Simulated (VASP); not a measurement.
Wanted: the native input for a VASP 6.6.1 run.

```
Task                   : single point
Functional             : PBE
Potentials or basis    : VASP PAW PBE potentials, release 64 (Na_pv, F)
Cutoff                 : 520 eV
k mesh                 : 6 × 6 × 6
Occupations            : gaussian, width 0.01 eV
Spin                   : no spin polarisation
Dipole correction      : no
Further INCAR settings : ALGO = Normal; EDIFF = 1e-06; NBANDS = 14
```

The structure of NaF lies in POSCAR:

```
NaF
1.0
    0.0000000000      2.2971679222      2.2971679222
    2.2971679222      0.0000000000      2.2971679222
    2.2971679222      2.2971679222      0.0000000000
Na F
1 1
Direct
    0.0000000000      0.0000000000      0.0000000000
    0.5000000000      0.5000000000      0.5000000000
```

One way to write it, as run:

INCAR

```
SYSTEM = NaF
PREC = Accurate
ENCUT = 520
EDIFF = 1E-6
ISMEAR = 0
SIGMA = 0.01
LREAL = .FALSE.
LASPH = .TRUE.
NELM = 100
ALGO = Normal
ISIF = 2
LWAVE = .FALSE.
LCHARG = .FALSE.
GGA = PE
NBANDS = 14
```

KPOINTS

```
Automatic mesh
0
G
  6 6 6
  0 0 0
```

Potentials or basis: VASP PAW PBE potentials, release 64 (Na_pv, F).

Run with:

```bash
$ cat potpaw_PBE.64/Na_pv/POTCAR potpaw_PBE.64/F/POTCAR > POTCAR
$ mpirun -np 1 vasp_std > vasp.out
```

Results of the run:

```json
{"Pressure": "3.5 GPa", "Band gap on the k mesh": "6.44 eV, direct"}
```

Run time: 6.1 s on 1 thread of Intel Xeon 6975P-C, with other jobs on the host, peak memory 0.13 GiB.
